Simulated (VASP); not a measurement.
Set up this calculation in VASP 6.6.1, as the native input.

| Item | Value |
| --- | --- |
| Task | single point |
| Functional | PBE |
| Potentials or basis | VASP PAW PBE potentials, release 64 (Nb_sv, B) |
| Cutoff | 520 eV |
| k mesh | 6 × 6 × 6 |
| Occupations | gaussian, width 0.1 eV |
| Spin | collinear spin, ferromagnetic start |
| Starting moments | [1.0, 1.0, 0.0] μB |
| Dipole correction | no |
| Further INCAR settings | ALGO = Normal; EDIFF = 1e-07; NBANDS = 26 |

The structure of Nb2B lies in POSCAR:

```
Nb2B
1.0
    4.3971194348      0.0000000000      0.0000000000
   -2.1985597174      3.8080171340      0.0000000000
    0.0000000000      0.0000000000      2.6725088280
Nb B
2 1
Direct
    0.3333333333      0.6666666667      0.5000000000
    0.6666666667      0.3333333333      0.5000000000
    0.0000000000      0.0000000000      0.0000000000
```

One way to write it, as run:

INCAR

```
PREC = Accurate ; ENCUT = 520
EDIFF = 1E-7 ; ISMEAR = 0
SIGMA = 0.1 ; LREAL = F
LASPH = T ; NELM = 150
ALGO = Normal ; ISIF = 2
LWAVE = F ; LCHARG = F
ISPIN = 2 ; MAGMOM = 1 1 0
LORBIT = 11 ; LMAXMIX = 4
GGA = PE ; NBANDS = 26
```

KPOINTS

```
Automatic mesh
0
Gamma
  6 6 6
```

Potentials or basis: VASP PAW PBE potentials, release 64 (Nb_sv, B).

Launch:

```console
$ cat potpaw_PBE.64/Nb_sv/POTCAR potpaw_PBE.64/B/POTCAR > POTCAR
$ mpirun -np 1 vasp_std > vasp.out
```

Results of the run:

The pressure is -0.1 GPa and the net moment is 0.00 μB per cell. The valence electrons inside the program's atomic spheres are Nb 10.95; B 1.43.

Caveat: the k points lie up to 0.39 Å⁻¹ apart.

Run time: 97 s on 1 thread of Intel(R) Xeon(R) Platinum 8375C CPU @ 2.90GHz (Ice Lake), with other jobs on the host, peak memory 0.21 GiB.
